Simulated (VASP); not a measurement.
# Li (Cmmm) in VASP: further runs

The runs below take Li through single point, relaxation of cell and atoms, with PBE.

Everything below comes from runs of VASP 6.6.1. Logs are shortened: lines on timing, memory, paths and dates and some standing lists are left out, and cuts for length are marked.

### 1 The cell of the first run

Symmetry: Cmmm, No. 65, orthorhombic system. Conventional cell: a = 3.167 Å, b = 4.680 Å, c = 2.738 Å, α = 90.00°, β = 90.00°, γ = 90.00°. Within 3.6 Å of Li (site symmetry mmm) lie 8 Li at 2.74 to 3.17 Å.

The cell was generated, and may not be a known phase.

### 2 Single point, PBE

INCAR reads:

```
SYSTEM = Li
PREC = Accurate ; ENCUT = 520
EDIFF = 1E-6 ; ISMEAR = 0
SIGMA = 0.1 ; LREAL = .FALSE.
LASPH = .TRUE. ; NELM = 60
ALGO = Normal ; ISIF = 2
LWAVE = .FALSE. ; LCHARG = .TRUE.
GGA = PE ; LELF = .TRUE.
LVHAR = .TRUE. ; NBANDS = 8
```

KPOINTS reads:

```
regular mesh
0
G
  6 6 6
  0 0 0
```

POSCAR reads:

```
Li
1.0
    1.5833835983     -2.3402044941      0.0000000000
    1.5833835983      2.3402044941      0.0000000000
    0.0000000000      0.0000000000      2.7382477745
Li
1
Direct
    0.0000000000      0.0000000000      0.0000000000
```

Potentials or basis: VASP PAW PBE potentials, release 64 (Li_sv).

Command:

```sh
$ cat potpaw_PBE.64/Li_sv/POTCAR > POTCAR
$ mpirun -np 1 vasp_std > vasp.out
```

OUTCAR:

```text
SYSTEM = Li
   PREC = Accurate
   ENCUT = 520
   EDIFF = 1E-6
   ISMEAR = 0
   LREAL = .FALSE.
   LASPH = .TRUE.
   NELM = 60
   ISIF = 2
   GGA = PE

 ion  position               nearest neighbor table
   1  0.000  0.000  0.000-

  LATTYP: Found a base centered orthorhombic cell.
 ALAT       =     3.1667671966
 B/A-ratio  =     1.4779769707
 C/A-ratio  =     0.8646823731

  Lattice vectors:

 A1 = (   1.5833835983,  -2.3402044941,   0.0000000000)
 A2 = (   1.5833835983,   2.3402044941,   0.0000000000)
 A3 = (   0.0000000000,   0.0000000000,   2.7382477745)

Analysis of symmetry for initial positions (statically):
=====================================================================
 Subroutine PRICEL returns:
 Original cell was already a primitive cell.

 Routine SETGRP: Setting up the symmetry group for a
 base centered orthorhombic supercell.

 Subroutine GETGRP returns: Found  8 space group operations
 (whereof  8 operations were pure point group operations)
 out of a pool of  8 trial point group operations.

The static configuration has the point symmetry D_2h.

Analysis of symmetry for dynamics (positions and initial velocities):
=====================================================================
 Subroutine PRICEL returns:
 Original cell was already a primitive cell.

 Routine SETGRP: Setting up the symmetry group for a
 base centered orthorhombic supercell.

 Subroutine GETGRP returns: Found  8 space group operations
 (whereof  8 operations were pure point group operations)
 out of a pool of  8 trial point group operations.

The dynamic configuration has the point symmetry D_2h.

 Subroutine INISYM returns: Found  8 space group operations
 (whereof  8 operations are pure point group operations),
 and found     1 'primitive' translations

----------------------------------------------------------------------------------------

                                     Primitive cell

  volume of cell :      20.2928

  direct lattice vectors                    reciprocal lattice vectors
     1.583383598 -2.340204494  0.000000000     0.315779449 -0.213656542  0.000000000
     1.583383598  2.340204494  0.000000000     0.315779449  0.213656542  0.000000000
     0.000000000  0.000000000  2.738247775     0.000000000  0.000000000  0.365197047

  length of vectors
     2.825537240  2.825537240  2.738247775     0.381268643  0.381268643  0.365197047

  position of ions in fractional coordinates (direct lattice)
     0.000000000  0.000000000  0.000000000

  ion indices of the primitive-cell ions
   primitive index   ion index
                 1           1

----------------------------------------------------------------------------------------

 KPOINTS: regular mesh

Automatic generation of k-mesh.
 Grid dimensions read from file:
 generate k-points for:    6    6    6

 Generating k-lattice:

  Cartesian coordinates                     Fractional coordinates (reciprocal lattice)
     0.052629908 -0.035609424  0.000000000     0.166666667  0.000000000  0.000000000
     0.052629908  0.035609424  0.000000000     0.000000000  0.166666667  0.000000000
     0.000000000  0.000000000  0.060866174     0.000000000  0.000000000  0.166666667

  Length of vectors
     0.063544774  0.063544774  0.060866174

  Shift w.r.t. Gamma in fractional coordinates (k-lattice)
     0.000000000  0.000000000  0.000000000

 Subroutine IBZKPT returns following result:
 ===========================================

 Found     52 irreducible k-points:

 Following reciprocal coordinates:
            Coordinates               Weight
  0.000000  0.000000  0.000000      1.000000
  0.166667 -0.000000  0.000000      4.000000
  0.333333 -0.000000  0.000000      4.000000
  0.500000 -0.000000  0.000000      2.000000
  0.166667  0.166667  0.000000      2.000000
  0.333333  0.166667  0.000000      4.000000
[... 16 lines left out ...]
  0.333333  0.333333  0.166667      4.000000
  0.500000  0.333333  0.166667      8.000000
 [... further k-points ...]
   k-points           NKPTS =     52   k-points in BZ     NKDIM =     52   number of bands    NBANDS=      8
   number of dos      NEDOS =    301   number of ions     NIONS =      1
   total plane-waves  NPLWV =  11520
   dimension x,y,z NGX =    24 NGY =   24 NGZ =   20
   dimension x,y,z NGXF=    48 NGYF=   48 NGZF=   40
   ions per type =               1
   NGX,Y,Z   is equivalent  to a cutoff of  14.12, 14.12, 12.14 a.u.
   NGXF,Y,Z  is equivalent  to a cutoff of  28.24, 28.24, 24.29 a.u.
 SYSTEM =  Li
   PREC   = accura    normal or accurate (medium, high low for compatibility)
   ISTART =      0    job   : 0-new  1-cont  2-samecut
   ICHARG =      2    charge: 1-file 2-atom 10-const
   ISPIN  =      1    spin polarized calculation?
   LNONCOLLINEAR =      F non collinear calculations
   LSORBIT =      F    spin-orbit coupling
   LASPH  =      T    aspherical Exc in radial PAW
   ENCUT  =  520.0 eV  38.22 Ry    6.18 a.u.   5.25  5.25  5.09*2*pi/ulx,y,z
   NELM   =     60;   NELMIN=  2; NELMDL= -5     # of ELM steps
   EDIFF  = 0.1E-05   stopping-criterion for ELM
   LREAL  =      F    real-space projection
   EDIFFG = 0.1E-04   stopping-criterion for IOM
   NSW    =      0    number of steps for IOM
   IBRION =     -1    ionic relax: 0-MD 1-quasi-New 2-CG
   NFREE  =      0    steps in history (QN), initial steepest desc. (CG)
   ISIF   =      2    stress and relaxation
   ISYM   =      2    0-nonsym 1-usesym 2-fastsym
   POTIM  = 0.5000    time-step for ionic-motion
   TEBEG  =    0.0;   TEEND  =   0.0 temperature during run
   PSTRESS=    0.0 pullay stress
   NELECT =       3.0000    total number of electrons
   NUPDOWN=      -1.0000    fix difference up-down
   EMIN   =  10.00;   EMAX   =-10.00  energy-range for DOS
   EFERMI =   0.00;   METHOD = LEGACY
   ISMEAR =     0;   SIGMA  =   0.10  broadening in eV -4-tet -1-fermi 0-gaus
   EFERMI_NEDOS =   21; number of points for ismear=-14 and -15
   IALGO  =     38    algorithm
   IMIX   =      4    mixing-type and parameters
     AMIX     =   0.40;   BMIX     =  1.00
     AMIX_MAG =   1.60;   BMIX_MAG =  1.00
  volume/ion in A,a.u.               =      20.29       136.94
  Fermi-wavevector in a.u.,A,eV,Ry     =   0.865634  1.635811 10.195150  0.749322
  Thomas-Fermi vector in A             =   1.983906
   LORBIT       =      0    0 simple, 1 ext, 2 COOP (PROOUT), +10 PAW based schemes
   GGA     = PE    functional components
   LHFCALC =     F    Hartree Fock is set to
   AEXX    =    0.0000 exact exchange contribution
   IVDW    =     0    specifies the selected vdW correction
   LEPSILON=     F    determine dielectric tensor
   LRPA    =     F    only Hartree local field effects (RPA)
 non-spin polarized calculation
 Gauss-broadening in eV      SIGMA  =   0.10
  energy-cutoff  :      520.00
  volume of cell :       20.29
 maximum number of plane-waves:       560
 NGX is ok and might be reduce to    24
   NGX = 11   NGY = 11   NGZ = 11

 number of electron       3.0000002 magnetization

 Free energy of the ion-electron system (eV)
  ---------------------------------------------------
  ext. energy  EPLUGINS =         0.00000000
  ---------------------------------------------------
  free energy    TOTEN  =        -1.81169086 eV

  energy without entropy =       -1.80878226  energy(sigma->0) =       -1.81023656

 E-fermi :   0.5701     XC(G=0):  -7.0398

 val. band max:        0.4778474950   @ k =   0.1667  -0.0000   0.5000
 cond. band min:       0.6162798892   @ k =   0.3333  -0.0000   0.3333
 fundamental gap:      0.1384323942
 Fermi energy:         0.5701435454

 k-point     1 :       0.0000    0.0000    0.0000
  band No.  band energies     occupation
      1     -46.0967      2.00000
      2      -2.9146      2.00000
      3      12.5155      0.00000
      4      13.2320      0.00000
      5      14.3720      0.00000
      6      15.2231      0.00000
      7      16.7899      0.00000
      8      20.3197      0.00000

 k-point     2 :       0.1667   -0.0000    0.0000
  band No.  band energies     occupation
      1     -46.0919      2.00000
      2      -2.4679      2.00000
      3       9.6804      0.00000
      4      12.9715      0.00000
      5      13.0455      0.00000
      6      16.0181      0.00000
      7      18.5989      0.00000
      8      20.6983      0.00000

 k-point     3 :       0.3333   -0.0000    0.0000
  band No.  band energies     occupation
      1     -46.0825      2.00000
      2      -1.1704      2.00000
      3       5.4105      0.00000
      4      12.0743      0.00000
      5      14.5132      0.00000
      6      15.4739      0.00000
      7      19.9156      0.00000
      8      22.4503      0.00000

 k-point     4 :       0.5000   -0.0000    0.0000
  band No.  band energies     occupation
      1     -46.0778      2.00000
      2       0.1768      2.00000
      3       3.0372      0.00000
      4      11.7248      0.00000
      5      15.3097      0.00000
      6      15.8022      0.00000
      7      19.9049      0.00000
      8      20.7108      0.00000

 k-point     5 :       0.1667    0.1667    0.0000
  band No.  band energies     occupation
      1     -46.0862      2.00000
      2      -1.6839      2.00000
      3       7.6716      0.00000
      4       9.1821      0.00000
      5      13.9263      0.00000
      6      18.3356      0.00000
      7      20.9231      0.00000
      8      23.8079      0.00000
[... 177 lines left out ...]
 k-point    22 :      -0.1667    0.1667    0.1667
  band No.  band energies     occupation
      1     -46.0842      2.00000
      2      -1.9246      2.00000
      3       8.8788      0.00000
      4      11.3872      0.00000
      5      13.9576      0.00000
      6      15.1003      0.00000
      7      21.0323      0.00000
      8      21.1344      0.00000

 k-point    23 :       0.3333    0.3333    0.1667
  band No.  band energies     occupation
      1     -46.0668      2.00000
      2       2.4439      0.00000
      3       3.3278      0.00000
      4       6.3891      0.00000
      5      15.0232      0.00000
      6      16.8289      0.00000
      7      16.9398      0.00000
      8      21.1404      0.00000

 k-point    24 :       0.5000    0.3333    0.1667
  band No.  band energies     occupation
      1     -46.0652      2.00000
      2       1.2706      0.00000
      3       5.3696      0.00000
      4       6.8881      0.00000
      5      13.5078      0.00000
      6      15.7771      0.00000
      7      17.9465      0.00000
      8      19.4486      0.00000

 [... further k-points ...]

------------------------ aborting loop because EDIFF is reached ----------------------------------------

  FORCE on cell =-STRESS in cart. coord.  units (eV):
  Direction    XX          YY          ZZ          XY          YZ          ZX
  --------------------------------------------------------------------------------------
  -------------------------------------------------------------------------------------
  Total       -0.0021243      0.0095693      0.0008546      0.0000000      0.0000000      0.0000000
  in kB       -0.1677227      0.7555237      0.0674762      0.0000000      0.0000000      0.0000000
  external PRESSURE =       0.2184257 kB  Pullay stress =       0.0000000 kB

 VOLUME and BASIS-vectors are now :
 -----------------------------------------------------------------------------
  energy-cutoff  :      520.00
  volume of cell :       20.29
      direct lattice vectors                 reciprocal lattice vectors
     1.583383598 -2.340204494  0.000000000     0.315779449 -0.213656542  0.000000000
     1.583383598  2.340204494  0.000000000     0.315779449  0.213656542  0.000000000
     0.000000000  0.000000000  2.738247775     0.000000000  0.000000000  0.365197047

 POSITION                                       TOTAL-FORCE (eV/Angst)
 -----------------------------------------------------------------------------------
      0.00000      0.00000      0.00000         0.000000      0.000000      0.000000
 -----------------------------------------------------------------------------------
    total drift:                               -0.000000     -0.000000      0.000000

  FREE ENERGIE OF THE ION-ELECTRON SYSTEM (eV)
  ---------------------------------------------------
  free  energy   TOTEN  =        -1.8116908553 eV

  energy  without entropy=       -1.8087822641  energy(sigma->0) =       -1.81023656
```

It took 4.4 s on 1 thread of AMD EPYC 7R13, shared host; peak memory 0.13 GiB.

Results:

```
Free energy            : -1.8117 eV
Band gap on the k mesh : zero (an odd number of electrons rules out a gap without spin polarisation)
```

Caveat: the k points lie up to 0.40 Å⁻¹ apart, too coarse for converged energies and pressures of a metal; the cutoff is under 1.25 times the usual one of these potentials, so pressure, stress and relaxed cells hold a basis-set (Pulay) error.

### 3 Single point, PBE

This run uses another cell than the first one, of 21.98 Å³/atom.

INCAR reads:

```
PREC     = Accurate       # precision mode
ENCUT    = 520            # plane-wave cutoff, eV
EDIFF    = 1E-7           # SCF threshold, eV
ISMEAR   = 0              # smearing method
SIGMA    = 0.1            # smearing width, eV
LREAL    = F              # projectors in reciprocal space
LASPH    = T              # aspherical terms in the spheres
NELM     = 80             # most SCF steps
ALGO     = Fast           # electronic algorithm
ISIF     = 2              # what is computed and relaxed
LWAVE    = F              # write WAVECAR
LCHARG   = F              # write CHGCAR
GGA      = PE             # functional
NBANDS   = 8              # bands
```

KPOINTS reads:

```
Automatic mesh
0
Gamma
  6 6 6
```

POSCAR reads:

```
Li
1.0
    1.6204946900     -2.1122958600      0.0000000000
    1.6204946900      2.1122958600      0.0000000000
    0.0000000000      0.0000000000      3.2109017900
Li
1
Direct
    0.0000000000      0.0000000000      0.0000000000
```

Potentials or basis: VASP PAW PBE potentials, release 64 (Li_sv).

Command:

```sh
$ cat potpaw_PBE.64/Li_sv/POTCAR > POTCAR
$ mpirun -np 1 vasp_std > vasp.out
```

OUTCAR:

```text
PREC = Accurate
   ENCUT = 520
   EDIFF = 1E-7
   ISMEAR = 0
   LREAL = F
   LASPH = T
   NELM = 80
   ISIF = 2
   GGA = PE

 ion  position               nearest neighbor table
   1  0.000  0.000  0.000-

  LATTYP: Found a base centered orthorhombic cell.
 ALAT       =     3.2409893800
 B/A-ratio  =     1.3034882947
 C/A-ratio  =     0.9907165416

  Lattice vectors:

 A1 = (   1.6204946900,  -2.1122958600,   0.0000000000)
 A2 = (   1.6204946900,   2.1122958600,   0.0000000000)
 A3 = (   0.0000000000,   0.0000000000,   3.2109017900)

Analysis of symmetry for initial positions (statically):
=====================================================================
 Subroutine PRICEL returns:
 Original cell was already a primitive cell.

 Routine SETGRP: Setting up the symmetry group for a
 base centered orthorhombic supercell.

 Subroutine GETGRP returns: Found  8 space group operations
 (whereof  8 operations were pure point group operations)
 out of a pool of  8 trial point group operations.

The static configuration has the point symmetry D_2h.

Analysis of symmetry for dynamics (positions and initial velocities):
=====================================================================
 Subroutine PRICEL returns:
 Original cell was already a primitive cell.

 Routine SETGRP: Setting up the symmetry group for a
 base centered orthorhombic supercell.

 Subroutine GETGRP returns: Found  8 space group operations
 (whereof  8 operations were pure point group operations)
 out of a pool of  8 trial point group operations.

The dynamic configuration has the point symmetry D_2h.

 Subroutine INISYM returns: Found  8 space group operations
 (whereof  8 operations are pure point group operations),
 and found     1 'primitive' translations
[... 109 lines left out ...]
   EFERMI_NEDOS =   21; number of points for ismear=-14 and -15
   IALGO  =     68    algorithm
   IMIX   =      4    mixing-type and parameters
     AMIX     =   0.40;   BMIX     =  1.00
     AMIX_MAG =   1.60;   BMIX_MAG =  1.00
  volume/ion in A,a.u.               =      21.98       148.34
  Fermi-wavevector in a.u.,A,eV,Ry     =   0.842873  1.592799  9.666053  0.710435
  Thomas-Fermi vector in A             =   1.957650
   LORBIT       =      0    0 simple, 1 ext, 2 COOP (PROOUT), +10 PAW based schemes
   GGA     = PE    functional components
   LHFCALC =     F    Hartree Fock is set to
   AEXX    =    0.0000 exact exchange contribution
   IVDW    =     0    specifies the selected vdW correction
   LEPSILON=     F    determine dielectric tensor
   LRPA    =     F    only Hartree local field effects (RPA)
 non-spin polarized calculation
 RMM-DIIS sequential band-by-band and
 Gauss-broadening in eV      SIGMA  =   0.10
  energy-cutoff  :      520.00
  volume of cell :       21.98
 maximum number of plane-waves:       600
   NGX =  9   NGY =  9   NGZ = 11

 number of electron       3.0000003 magnetization

 Free energy of the ion-electron system (eV)
  ---------------------------------------------------
  ext. energy  EPLUGINS =         0.00000000
  ---------------------------------------------------
  free energy    TOTEN  =        -1.69328562 eV

  energy without entropy =       -1.68918413  energy(sigma->0) =       -1.69123488

 E-fermi :   0.2208     XC(G=0):  -6.8395

 val. band max:        0.1638426036   @ k =  -0.3333   0.1667   0.3333
 cond. band min:       0.5207313149   @ k =   0.5000   0.0000   0.1667
 fundamental gap:      0.3568887113
 Fermi energy:         0.2207939413

 k-point     1 :       0.0000    0.0000    0.0000
  band No.  band energies     occupation
      1     -46.5774      2.00000
      2      -3.0149      2.00000
      3       7.7950      0.00000
      4      11.0619      0.00000
      5      14.0783      0.00000
      6      15.0802      0.00000
      7      17.3208      0.00000
      8      21.4481      0.00000
[... 243 lines left out ...]
 k-point    24 :       0.5000    0.3333    0.1667
  band No.  band energies     occupation
      1     -46.5301      2.00000
      2       1.8404      0.00000
      3       5.3664      0.00000
      4       7.6136      0.00000
      5      11.5701      0.00000
      6      13.6274      0.00000
      7      15.8728      0.00000
      8      16.4853      0.00000

 [... further k-points ...]

------------------------ aborting loop because EDIFF is reached ----------------------------------------

  FORCE on cell =-STRESS in cart. coord.  units (eV):
  Direction    XX          YY          ZZ          XY          YZ          ZX
  --------------------------------------------------------------------------------------
  -------------------------------------------------------------------------------------
  Total        0.3805136      0.6602899     -1.0373327      0.0000000      0.0000000      0.0000000
  in kB       27.7345659     48.1266754    -75.6082665      0.0000000      0.0000000      0.0000000
  external PRESSURE =       0.0843249 kB  Pullay stress =       0.0000000 kB

 VOLUME and BASIS-vectors are now :
 -----------------------------------------------------------------------------
  energy-cutoff  :      520.00
  volume of cell :       21.98
      direct lattice vectors                 reciprocal lattice vectors
     1.620494690 -2.112295860  0.000000000     0.308547756 -0.236709265  0.000000000
     1.620494690  2.112295860  0.000000000     0.308547756  0.236709265  0.000000000
     0.000000000  0.000000000  3.210901790     0.000000000  0.000000000  0.311438987

 POSITION                                       TOTAL-FORCE (eV/Angst)
 -----------------------------------------------------------------------------------
      0.00000      0.00000      0.00000         0.000000      0.000000      0.000000
 -----------------------------------------------------------------------------------
    total drift:                                0.000000      0.000000     -0.000000

  FREE ENERGIE OF THE ION-ELECTRON SYSTEM (eV)
  ---------------------------------------------------
  free  energy   TOTEN  =        -1.6932856157 eV

  energy  without entropy=       -1.6891841343  energy(sigma->0) =       -1.69123488
```

It took 9 s on 1 thread of AMD EPYC 7R13, shared host; peak memory 0.12 GiB.

Results:

```
Free energy            : -1.6933 eV
Band gap on the k mesh : zero (an odd number of electrons rules out a gap without spin polarisation)
```

Caveat: the k points lie up to 0.41 Å⁻¹ apart, too coarse for converged energies and pressures of a metal; the cutoff is under 1.25 times the usual one of these potentials, so pressure, stress and relaxed cells hold a basis-set (Pulay) error.

(Continued in part 2 of 2.)

The gap in the log of VASP goes by the Fermi energy; the results here count the filled bands.